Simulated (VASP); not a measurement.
# BN (F-43m) in VASP: G0W0 quasiparticle levels with PBE

Aim: the G0W0 quasiparticle levels of BN with PBE.

Program: VASP 6.6.1. These are calculated values, not measurements. Logs are shortened: lines on timing, memory, paths and dates and some standing lists are left out, and cuts for length are marked.

**1. The cell of the first run**

Symmetry: F-43m, No. 216, cubic system. The conventional cell has a = 3.610 Å, b = 3.610 Å, c = 3.610 Å, α = 90.00°, β = 90.00°, γ = 90.00°. Within 2.1 Å of B (site symmetry -43m) lie 4 N at 1.56 Å. Within 2.1 Å of N (site symmetry -43m) lie 4 B at 1.56 Å.

**2. G0W0 quasiparticle levels, PBE**

Contents of POSCAR:

```
BN
1.0
    0.0000000000      1.8048245478      1.8048245478
    1.8048245478      0.0000000000      1.8048245478
    1.8048245478      1.8048245478      0.0000000000
B N
1 1
Direct
    0.0000000000      0.0000000000      0.0000000000
    0.2500000000      0.2500000000      0.2500000000
```

Contents of INCAR.step1:

```
ALGO = Normal
EDIFF = 1E-8
ENCUT = 500
GGA = PE
ISMEAR = 0
LASPH = True
LCHARG = False
LREAL = False
LWAVE = True
NELM = 100
PREC = Accurate
SIGMA = 0.01
```

Contents of INCAR.step2:

```
ALGO = Exact
EDIFF = 1E-8
ENCUT = 500
GGA = PE
ISMEAR = 0
ISTART = 1
LASPH = True
LCHARG = False
LOPTICS = True
LREAL = False
LWAVE = True
NBANDS = 34
NELM = 1
PREC = Accurate
SIGMA = 0.01
```

Contents of INCAR.step3:

```
ALGO = EVGW0
EDIFF = 1E-8
ENCUT = 500
ENCUTGW = 100.0
GGA = PE
ISMEAR = 0
ISTART = 1
LASPH = True
LCHARG = False
LREAL = False
LWAVE = False
NBANDS = 34
NBANDSGW = 12
NELMGW = 1
NOMEGA = 96
OMEGAMAX = 30
PREC = Accurate
PRECFOCK = Fast
SIGMA = 0.01
```

Contents of KPOINTS:

```
k-points
0
Gamma
  8 8 8
```

Potentials or basis: VASP PAW PBE potentials, release 64 (B_GW, N_GW).

On the command line:

```sh
$ cat potpaw_PBE.64/B_GW/POTCAR potpaw_PBE.64/N_GW/POTCAR > POTCAR
$ cp INCAR.step1 INCAR
$ mpirun -np 1 vasp_std > vasp.out
$ cp INCAR.step2 INCAR
$ mpirun -np 1 vasp_std > vasp.out
$ cp INCAR.step3 INCAR
$ mpirun -np 1 vasp_std > vasp.out
```

OUTCAR:

```text
EDIFF = 1E-8
   ENCUT = 500
   ENCUTGW = 100.0
   GGA = PE
   ISMEAR = 0
   ISTART = 1
   LASPH = True
   LREAL = False
   NELMGW = 1
   PREC = Accurate
   PRECFOCK = Fast

 ion  position               nearest neighbor table
   1  0.000  0.000  0.000-   2 1.56   2 1.56   2 1.56   2 1.56
   2  0.250  0.250  0.250-   1 1.56   1 1.56   1 1.56   1 1.56

  LATTYP: Found a face centered cubic cell.
 ALAT       =     3.6096490956

  Lattice vectors:

 A1 = (   0.0000000000,   1.8048245478,   1.8048245478)
 A2 = (   1.8048245478,   0.0000000000,   1.8048245478)
 A3 = (   1.8048245478,   1.8048245478,   0.0000000000)

Analysis of symmetry for initial positions (statically):
=====================================================================
 Subroutine PRICEL returns:
 Original cell was already a primitive cell.

 Routine SETGRP: Setting up the symmetry group for a
 face centered cubic supercell.

 Subroutine GETGRP returns: Found 24 space group operations
 (whereof 24 operations were pure point group operations)
 out of a pool of 48 trial point group operations.

The static configuration has the point symmetry T_d .

Analysis of symmetry for dynamics (positions and initial velocities):
=====================================================================
 Subroutine PRICEL returns:
 Original cell was already a primitive cell.

 Routine SETGRP: Setting up the symmetry group for a
 face centered cubic supercell.

 Subroutine GETGRP returns: Found 24 space group operations
 (whereof 24 operations were pure point group operations)
 out of a pool of 48 trial point group operations.

The dynamic configuration has the point symmetry T_d .

 Subroutine INISYM returns: Found 24 space group operations
 (whereof 24 operations are pure point group operations),
 and found     1 'primitive' translations

----------------------------------------------------------------------------------------

                                     Primitive cell

  volume of cell :      11.7580

  direct lattice vectors                    reciprocal lattice vectors
     0.000000000  1.804824548  1.804824548    -0.277035239  0.277035239  0.277035239
     1.804824548  0.000000000  1.804824548     0.277035239 -0.277035239  0.277035239
     1.804824548  1.804824548  0.000000000     0.277035239  0.277035239 -0.277035239

  length of vectors
     2.552407353  2.552407353  2.552407353     0.479839109  0.479839109  0.479839109

  position of ions in fractional coordinates (direct lattice)
     0.000000000  0.000000000  0.000000000
     0.250000000  0.250000000  0.250000000

  ion indices of the primitive-cell ions
   primitive index   ion index
                 1           1
                 2           2

----------------------------------------------------------------------------------------

 KPOINTS: k-points

Automatic generation of k-mesh.
 Grid dimensions read from file:
 generate k-points for:    8    8    8

 Generating k-lattice:

  Cartesian coordinates                     Fractional coordinates (reciprocal lattice)
    -0.034629405  0.034629405  0.034629405     0.125000000  0.000000000  0.000000000
     0.034629405 -0.034629405  0.034629405     0.000000000  0.125000000  0.000000000
     0.034629405  0.034629405 -0.034629405     0.000000000  0.000000000  0.125000000

  Length of vectors
     0.059979889  0.059979889  0.059979889

  Shift w.r.t. Gamma in fractional coordinates (k-lattice)
     0.000000000  0.000000000  0.000000000

 Subroutine IBZKPT returns following result:
 ===========================================

 Found     29 irreducible k-points:

 Following reciprocal coordinates:
            Coordinates               Weight
  0.000000  0.000000  0.000000      1.000000
  0.125000  0.000000  0.000000      8.000000
  0.250000  0.000000  0.000000      8.000000
  0.375000  0.000000  0.000000      8.000000
  0.500000  0.000000  0.000000      4.000000
  0.125000  0.125000  0.000000      6.000000
[... 16 lines left out ...]
  0.500000  0.250000  0.125000     48.000000
 -0.375000  0.250000  0.125000     24.000000
 [... further k-points ...]
   k-points           NKPTS =     29   k-points in BZ     NKDIM =    512   number of bands    NBANDS=     34
   number of dos      NEDOS =    301   number of ions     NIONS =      2
   total plane-waves  NPLWV =   8000
   dimension x,y,z NGX =    20 NGY =   20 NGZ =   20
   dimension x,y,z NGXF=    40 NGYF=   40 NGZF=   40
   ions per type =               1   1
   NGX,Y,Z   is equivalent  to a cutoff of  13.03, 13.03, 13.03 a.u.
   NGXF,Y,Z  is equivalent  to a cutoff of  26.05, 26.05, 26.05 a.u.
 SYSTEM =  unknown system
   PREC   = accura    normal or accurate (medium, high low for compatibility)
   ISTART =      1    job   : 0-new  1-cont  2-samecut
   ICHARG =      0    charge: 1-file 2-atom 10-const
   ISPIN  =      1    spin polarized calculation?
   LNONCOLLINEAR =      F non collinear calculations
   LSORBIT =      F    spin-orbit coupling
   LASPH  =      T    aspherical Exc in radial PAW
   ENCUT  =  500.0 eV  36.75 Ry    6.06 a.u.   4.65  4.65  4.65*2*pi/ulx,y,z
   NELM   =     60;   NELMIN=  2; NELMDL=  0     # of ELM steps
   EDIFF  = 0.1E-07   stopping-criterion for ELM
   LREAL  =      F    real-space projection
   EDIFFG = 0.1E-06   stopping-criterion for IOM
   NSW    =      0    number of steps for IOM
   IBRION =     -1    ionic relax: 0-MD 1-quasi-New 2-CG
   NFREE  =      0    steps in history (QN), initial steepest desc. (CG)
   ISIF   =      0    stress and relaxation
   ISYM   =      3    0-nonsym 1-usesym 2-fastsym
   POTIM  = 0.5000    time-step for ionic-motion
   TEBEG  =    0.0;   TEEND  =   0.0 temperature during run
   PSTRESS=    0.0 pullay stress
   NELECT =       8.0000    total number of electrons
   NUPDOWN=      -1.0000    fix difference up-down
   EMIN   =  10.00;   EMAX   =-10.00  energy-range for DOS
   EFERMI =   0.00;   METHOD = LEGACY
   ISMEAR =     0;   SIGMA  =   0.01  broadening in eV -4-tet -1-fermi 0-gaus
   EFERMI_NEDOS =   21; number of points for ismear=-14 and -15
   IALGO  =     38    algorithm
   IMIX   =      4    mixing-type and parameters
     AMIX     =   0.40;   BMIX     =  1.00
     AMIX_MAG =   1.60;   BMIX_MAG =  1.00
  volume/ion in A,a.u.               =       5.88        39.67
  Fermi-wavevector in a.u.,A,eV,Ry     =   1.439881  2.720980 28.208366  2.073256
  Thomas-Fermi vector in A             =   2.558687
   LORBIT       =      0    0 simple, 1 ext, 2 COOP (PROOUT), +10 PAW based schemes
   GGA     = PE    functional components
   LHFCALC =     T    Hartree Fock is set to
   PRECFOCK=fast      Normal, Fast or Accurate (Low or Medium for compatibility)
   ENCUT4O =  -1.0   cutoff for four orbital integrals eV
   NKREDX  =     1    reduce k-point grid by
   NKREDY  =     1    reduce k-point grid by
   NKREDZ  =     1    reduce k-point grid by
   AEXX    =    1.0000 exact exchange contribution
   HFSCREEN=    0.0000 screening length (either q_TF or 0.3 A-1)
   HFSCREENC=   0.0000 screening length for correlation (either q_TF or 0.3 A-1)
   ENCUTFOCK=  -1.0 apply spherical cutoff to Coloumb kernel
   IVDW    =     0    specifies the selected vdW correction
   LEPSILON=     F    determine dielectric tensor
   LRPA    =     F    only Hartree local field effects (RPA)
   LRPAFORCE           =     F    calculate RPA forces
   ENCUTGW             = 100.0    cutoff for response function in eV
   ENCUTGWSOFT         =  80.0    soft cutoff for Coulomb kernel in GW response function in eV
   ENCUTLF             =  -1.0    cutoff for local field effects
   NELMGW              =     1    number of iterations in solving QP/BSE equation
   NELMHF              =     1    number of iterations in the inner HF iteration
   NKREDLFX            =     1    NKREDLFY  =   1   NKREDLFZ  =   1
 non-spin polarized calculation
 Gauss-broadening in eV      SIGMA  =   0.01
  energy-cutoff  :      500.00
  volume of cell :       11.76
 maximum number of plane-waves:       308
  NGX = 12; NGY = 12; NGZ = 12
   NGX =  9   NGY =  9   NGZ =  9
 maximum number of plane-waves:        29
 NGX is ok and might be reduce to    10

 QP shifts <psi_nk| G(iteration)W_0 |psi_nk>: iteration 1
 for sc-GW calculations column KS-energies equals QP-energies in previous step
 and V_xc(KS)=  KS-energies - (<T + V_ion + V_H > + <T+V_H+V_ion>^1  + <V_x>^1)

 k-point   1 :       0.0000    0.0000    0.0000
  band No.  KS-energies  QP-energies   sigma(KS)   V_xc(KS)     V^pw_x(r,r')   Z            occupation Imag(sigma)

      1     -12.7680     -14.4961     -17.7208     -15.4976     -26.5183       0.7773       2.0000       1.3563
      2       7.5144       7.0837     -18.8201     -18.2997     -21.8626       0.8278       2.0000       0.0483
      3       7.5144       7.0837     -18.8201     -18.2997     -21.8626       0.8278       2.0000       0.0483
      4       7.5144       7.0837     -18.8201     -18.2997     -21.8626       0.8278       2.0000       0.0483
      5      16.3580      17.9122     -11.9451     -13.8011      -7.0486       0.8374       0.0000      -0.0626
      6      16.3580      17.9122     -11.9451     -13.8011      -7.0486       0.8374       0.0000      -0.0626
      7      16.3580      17.9122     -11.9451     -13.8011      -7.0486       0.8374       0.0000      -0.0626
      8      17.9345      19.3054     -13.7764     -15.4449      -8.4088       0.8216       0.0000      -0.0776
      9      32.3454      32.9890     -10.6470     -11.4581      -3.3148       0.7936       0.0000      -0.5089
     10      35.3490      36.8438     -11.5560     -13.3427      -5.4698       0.8367       0.0000      -0.5017
     11      35.3490      36.8438     -11.5560     -13.3427      -5.4698       0.8367       0.0000      -0.5017
     12      35.9532      36.7625     -10.1477     -11.1080      -3.0557       0.8426       0.0000      -0.9552

 k-point   2 :       0.1250    0.0000    0.0000
  band No.  KS-energies  QP-energies   sigma(KS)   V_xc(KS)     V^pw_x(r,r')   Z            occupation Imag(sigma)
[... 353 lines left out ...]
      1      -7.8248      -9.1304     -18.8395     -17.0980     -26.7785       0.7497       2.0000       0.6627
      2      -2.2220      -3.6199     -16.5338     -14.7281     -21.5958       0.7741       2.0000       0.1561
      3       2.6697       1.6305     -17.6833     -16.3969     -21.6720       0.8079       2.0000       0.0767
      4       4.0463       3.1934     -17.6693     -16.6250     -21.2489       0.8166       2.0000       0.0637
      5      17.1281      18.4702     -12.1848     -13.7897      -7.2808       0.8363       0.0000      -0.0671
      6      18.7374      20.2193     -12.4021     -14.1929      -7.0151       0.8275       0.0000      -0.0776
      7      21.9514      23.9009     -13.5483     -15.9849      -7.4661       0.8001       0.0000      -0.1117
      8      23.3539      25.2936     -13.3876     -15.8436      -6.9259       0.7898       0.0000      -0.1396
      9      27.0318      28.3161     -11.3536     -12.9495      -4.9915       0.8047       0.0000      -0.1918
     10      33.4472      35.0412     -12.0725     -14.0697      -4.6314       0.7981       0.0000      -0.6383
     11      35.0912      36.4823     -11.5185     -13.2403      -4.1454       0.8079       0.0000      -0.7504
     12      38.2091      39.2002     -10.4886     -11.6853      -3.4925       0.8282       0.0000      -0.9047

 [... further k-points ...]
```

Wall time 4.5 min (1 thread of AMD EPYC 9R14 (Zen 4), shared host); peak memory 0.29 GiB.

What came out:

- Quasiparticle gap: 5.74 eV
- Least direct quasiparticle gap: 10.83 eV
- Band gap of the starting levels on the mesh: 4.47 eV
- Least direct gap of the starting levels on the mesh: 8.84 eV

Caveat: the k points lie up to 0.38 Å⁻¹ apart; bands, screening cutoff and mesh are small and nothing is extrapolated, so the quasiparticle values aren't converged.
